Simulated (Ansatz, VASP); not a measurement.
One calculation of Re, two programs

```xyz
2
Lattice="0.0000 2.7433 2.7433 2.7433 0.0000 2.7433 2.7433 2.7433 0.0000" Properties=species:S:1:pos:R:3 pbc="T T T"
Re    0.6858    0.6858    0.6858
Re    4.8007    4.8007    4.8007
```

Alike in both runs: task single point; functional LDA; k mesh 11 × 11 × 11; occupations fermi-dirac, width 0.1 eV; no spin polarisation.

|  | VASP | Ansatz |
| --- | --- | --- |
| version | VASP 6.6.1 | Ansatz 0.2.0 |
| potentials or method | VASP PAW LDA potentials, release 64 (Re), cutoff 520 eV | plane waves (420 eV) with PAW, scalar-relativistic |
| valence electrons in the cell | 14 | 30 |

Ansatz gave:

| Property | Result |
| --- | --- |
| pressure (GPa) | 8.7 |

Task: Which values does VASP return?

Result: Pressure (GPa): 6.9.

Ansatz warns that its potentials were made for another functional, while VASP's fit it. LDA's correlation is that of Perdew and Zunger in VASP and of Perdew and Wang (1992) in Ansatz. VASP's potentials hold 14 valence electrons a cell and Ansatz's 30, so a difference there can come from the potentials and not from the codes.

Neither program's run includes spin-orbit coupling.
